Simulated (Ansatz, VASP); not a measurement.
# BaTe in VASP and in Ansatz

Contents of INCAR:

```
PREC = Accurate
ENCUT = 520
EDIFF = 1E-6
ISMEAR = -1
SIGMA = 0.05
LREAL = False
LASPH = True
NELM = 60
ALGO = Normal
ISIF = 2
LWAVE = False
LCHARG = False
GGA = PS
NBANDS = 15
```

File KPOINTS:

```
regular mesh
0
Gamma
  10 10 10
```

The input POSCAR:

```
BaTe
1.0
   -0.0341000000      3.3929500000      3.3929500000
    3.3929500000     -0.0341000000      3.3929500000
    3.3929500000      3.3929500000     -0.0341000000
Ba Te
1 1
Direct
    0.0000000000      0.0000000000      0.0000000000
    0.5000000000      0.5000000000      0.5000000000
```

Input for Ansatz:

```yaml
crystal:
  lattice:
    - [-0.0341, 3.39295, 3.39295]
    - [3.39295, -0.0341, 3.39295]
    - [3.39295, 3.39295, -0.0341]
  atoms:
    - { symbol: Ba, position: [0.0, 0.0, 0.0] }
    - { symbol: Te, position: [0.5, 0.5, 0.5] }
kpoints:
  mp_grid: { grid: [10, 10, 10] }
  band_path:
    path:
      - [0.0, 0.0, 0.0]
      - [0.5, 0.5, 0.5]
      - [0.2525443832, 0.5, 0.7474556168]
      - [-0.2525443832, 0.2525443832, 0.5]
      - [0.0, 0.0, 0.5]
      - [0.0, 0.0, 0.0]
      - [-0.3762721916, 0.0, 0.3762721916]
      - [0.0, 0.3762721916, 0.6237278084]
      - [0.0, 0.5, 0.5]
    npoints: 5
scf:
  occupations: { method: fermi_dirac, width: 0.05 }
hamiltonian:
  xc: pbesol
  pseudopotentials: { kind: all_electron, lapw: { basis_error: 0.00025 } }
output:
  forces: true
  stress: true
  eigenvalues: true
```

Change from the starting cell: equal xy, yz and zx shear strains of -1 %.

Alike in both runs: task single point; functional PBEsol; k mesh 10 × 10 × 10; occupations fermi-dirac, width 0.05 eV; no spin polarisation.

|  | VASP | Ansatz |
| --- | --- | --- |
| version | VASP 6.6.1 | Ansatz 0.2.0 |
| potentials or method | VASP PAW PBE potentials, release 64 (Ba_sv, Te), cutoff 520 eV | all-electron LAPW, scalar-relativistic |

```csv
,VASP,Ansatz,Ansatz less VASP
pressure (GPa),2.4,1.9,-0.46
"traceless stress, the component that is largest in VASP (GPa)",0.10,0.10,+0.001
```

VASP's potentials were made for PBE, not for PBEsol. Ansatz ran all-electron here, and VASP with PAW potentials.

Neither program's run includes spin-orbit coupling.
